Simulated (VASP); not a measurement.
Runs of VASP 6.6.1 on AlCu3. The structure is that of space group Fm-3m (No. 225), or close to it. The cells are those of the table. 

| task | cell | k mesh | cutoff (eV) | smearing | gap on the mesh (eV) | pressure (GPa) | relaxed volume (Å³/atom) |
| --- | --- | --- | --- | --- | --- | --- | --- |
| relaxation of cell and atoms | relaxed from a = 4.084 Å, angles 60.0°, 4 atoms | 12 × 12 × 12 | 600 | gaussian 0.1 eV | none | -0.1 | 12.03 |
| single point | a = 4.078 Å, angles 60.0°, 4 atoms | 16 × 16 × 16 | 520 | gaussian 0.1 eV | none | 0.6 | - |
| relaxation of cell and atoms | relaxed to 2 GPa from a = 4.052 Å, angles 60.0°, 4 atoms | 12 × 12 × 12 | 600 | gaussian 0.1 eV | none | 2.0 | - |
| single point | a = 4.078 Å, angles 60.0°, 4 atoms | 12 × 12 × 12 | 520 | gaussian 0.1 eV | none | 0.7 | - |
| single point | a = 4.078 Å, angles 60.0°, 4 atoms | 14 × 14 × 14 | 520 | gaussian 0.15 eV | none | 0.7 | - |
| single point | a = 4.079 Å, angles 60.0°, 4 atoms | 12 × 12 × 12 | 520 | fermi-dirac 0.15 eV | none | 0.5 | - |
| single point | a = 4.106 Å, angles 60.0°, 4 atoms | 12 × 12 × 12 | 520 | fermi-dirac 0.15 eV | none | (b) | - |
| relaxation of cell and atoms | relaxed to -2 GPa from a = 4.104 Å, angles 60.0°, 4 atoms | 12 × 12 × 12 | 600 | gaussian 0.1 eV | none | -1.9 | - |
| relaxation of cell and atoms | relaxed from a = 4.078 Å, angles 60.0°, 4 atoms | 12 × 12 × 12 | 600 | fermi-dirac 0.15 eV | none | 0.0 | 12.04 |
| single point | a = 4.051 Å, angles 60.0°, 4 atoms | 12 × 12 × 12 | 520 | fermi-dirac 0.15 eV | none | (a) | - |

Alike in all rows: level PBEsol; potentials or basis VASP PAW PBE potentials, release 64 (Al, Cu); no spin polarisation.

Fill in the values left out.

(a) 3.9; (b) -2.2.

Caveats: the PAW data sets were made with another functional, which shifts forces and pressure a little; the cell is relaxed towards a set pressure, so the enthalpy falls and the energy may rise (some runs).

A gap of «none» marks levels without a gap at the run's occupations.
